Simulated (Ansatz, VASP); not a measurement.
## Zr: VASP beside Ansatz

```xyz
1
Lattice="0.0000 2.2630 2.2630 2.2630 0.0000 2.2630 2.2630 2.2630 0.0000" Properties=species:S:1:pos:R:3 pbc="T T T"
Zr    0.0000    0.0000    0.0000
```

Alike in both runs: functional r2SCAN; k mesh 8 × 8 × 8; occupations gaussian, width 0.1 eV; no spin polarisation.

Ansatz relaxed the structure, and its values are those at the end. VASP's run is a single point on that final structure, the one shown.

|  | VASP | Ansatz |
| --- | --- | --- |
| version | VASP 6.6.1 | Ansatz 0.2.0 |
| potentials or method | VASP PAW PBE potentials, release 64 (Zr_sv), cutoff 520 eV | scalar-relativistic, plane waves, PAW |
| valence electrons in the cell | 12 | 12 |

|  | VASP | Ansatz | Ansatz less VASP |
| --- | --- | --- | --- |
| gap on the k mesh at the Fermi level (eV) | none | none | - |
| pressure (GPa) | 0.1 | 0.1 | -0.04 |

VASP's potentials were made for PBE, not for r2SCAN. A gap of «none» marks a metal or a gap that the smearing closes. With one functional, cell and mesh, what is left measures potentials, basis and numerics.
